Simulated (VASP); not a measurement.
Here is a VASP 6.6.1 calculation.

File INCAR:

```
SYSTEM = SnBi3
PREC = Accurate
ENCUT = 520
EDIFF = 1E-6
ISMEAR = 0
SIGMA = 0.1
LREAL = .False.
LASPH = .True.
NELM = 100
ALGO = Normal
ISIF = 2
LWAVE = .False.
LCHARG = .True.
GGA = PS
LELF = .True.
LVHAR = .True.
NBANDS = 38
```

File KPOINTS:

```
Automatic mesh
0
Gamma
  12 12 12
  0 0 0
```

Contents of POSCAR:

```
SnBi3
1.0
   -2.3284234494      2.3284234494      5.4625543522
    2.3284234494     -2.3284234494      5.4625543522
    2.3284234494      2.3284234494     -5.4625543522
Sn Bi
1 3
Direct
    0.0000000000      0.0000000000      0.0000000000
    0.5000000000      0.5000000000      0.0000000000
    0.2500000000      0.7500000000      0.5000000000
    0.7500000000      0.2500000000      0.5000000000
```

Potentials or basis: VASP PAW PBE potentials, release 64 (Sn_d, Bi_d).

Launch:

```sh
$ cat potpaw_PBE.64/Sn_d/POTCAR potpaw_PBE.64/Bi_d/POTCAR > POTCAR
$ mpirun -np 1 vasp_std > vasp.out
```

Task: Estimate the pressure.

Result: -0.1 GPa.

Caveat: the PAW data sets were made with another functional, which shifts forces and pressure a little.
